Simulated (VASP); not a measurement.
ZnAu, 2 atoms in the cell. Symmetry: P4/mmm, No. 123, tetragonal system. Conventional cell: a = 3.304 Å, b = 3.304 Å, c = 3.147 Å, α = 90.00°, β = 90.00°, γ = 90.00°. Within 3.7 Å of Zn (site symmetry 4/mmm) lie 8 Au at 2.82 Å and 6 Zn at 3.15 to 3.30 Å. Within 3.7 Å of Au (site symmetry 4/mmm) lie 8 Zn at 2.82 Å and 6 Au at 3.15 to 3.30 Å.  This cell differs from its parent crystal: strain +0.050 along x and y, +0.000 along z.

```yaml
Program: VASP 6.6.1
Task: single point
Functional: r2SCAN
Potentials_or_basis: VASP PAW PBE potentials, release 64 (Zn, Au)
Cutoff: 520 eV
k_mesh: 16 × 16 × 16
Occupations: gaussian, width 0.15 eV
Spin: no spin polarisation
Dipole_correction: no
Further_INCAR_settings: ALGO = Normal; EDIFF = 1e-06; NBANDS = 18
```

Potentials or basis: VASP PAW PBE potentials, release 64 (Zn, Au).

The run is started by

```console
$ cat potpaw_PBE.64/Zn/POTCAR potpaw_PBE.64/Au/POTCAR > POTCAR
$ cp INCAR.step1 INCAR
$ mpirun -np 1 vasp_std > vasp.out
$ cp INCAR.step2 INCAR
$ mpirun -np 1 vasp_std > vasp.out
```

Hardware: 1 thread of Intel(R) Xeon(R) 6975P-C (Granite Rapids), on a shared host.

Problem. How long does it take, and how much memory?

Solution. Run time: 4.5 min on 1 thread of Intel(R) Xeon(R) 6975P-C (Granite Rapids), with other jobs on the host, peak memory 0.37 GiB. Counts: k points 405.
